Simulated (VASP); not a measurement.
Re, 2 atoms in the cell. Symmetry: P6_3/mmc, No. 194, hexagonal system. The conventional cell has a = 2.761 Å, b = 2.761 Å, c = 4.458 Å, α = 90.00°, β = 90.00°, γ = 120.00°. Within 3.6 Å of Re (site symmetry -6m2) lie 12 Re at 2.74 to 2.76 Å. 

```yaml
Program: VASP 6.6.1
Task: relaxation of cell and atoms
Functional: PBE
Potentials_or_basis: VASP PAW PBE potentials, release 64 (Re)
Cutoff: 600 eV
k_mesh: 18 × 18 × 10
Occupations: gaussian, width 0.1 eV
Spin: no spin polarisation
Dipole_correction: no
Further_INCAR_settings: ALGO = Fast; EDIFF = 1e-07; IBRION = 2; EDIFFG = -0.002; NSW = 100; ISIF = 3
```

Potentials or basis: VASP PAW PBE potentials, release 64 (Re).

Launch:

```sh
$ cat potpaw_PBE.64/Re/POTCAR > POTCAR
$ mpirun -np 1 vasp_std > vasp.out
```

Hardware: 1 thread of AMD EPYC 9R45 96-Core Processor (Zen 5) (shared host).

**Question.** How long does it take, and how much memory?

**Answer.** Wall time 3.9 min on 1 thread of AMD EPYC 9R45 96-Core Processor (Zen 5), on a shared host, peak memory 0.2 GiB. Counts: scf iterations 68, k points 222, ion steps 9.
